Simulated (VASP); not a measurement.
The system is HfB.

```xyz
2
Lattice="0.0000 2.2788 2.2788 2.2788 0.0000 2.2788 2.2788 2.2788 0.0000" Properties=species:S:1:pos:R:3 pbc="T T T"
Hf    2.2788    2.2788    2.2788
B     0.0000    0.0000    0.0000
```

This cell differs from its parent crystal: volume scaled by 0.96.

Base run:

| Property | Result |
| --- | --- |
| Program | VASP 6.6.1 |
| Functional | PBE |
| Potentials or basis | VASP PAW PBE potentials, release 64 (Hf_pv, B) |
| Cutoff | 520 eV |
| k mesh | 10 × 10 × 10 |
| Occupations | fermi-dirac, width 0.05 eV |
| Spin | no spin polarisation |

Its results: pressure 42.8 GPa.

Question: The run is repeated on the same cell with these changes: functional from PBE to HSE06; k mesh from 10 × 10 × 10 to 6 × 6 × 6. What comes out?

Answer: Pressure 40.5 GPa.

Several settings changed at once, so the effect can't be laid on one alone.

Caveats: some runs use coarse meshes; the PAW data sets were made with another functional, which shifts forces and pressure a little (some runs).
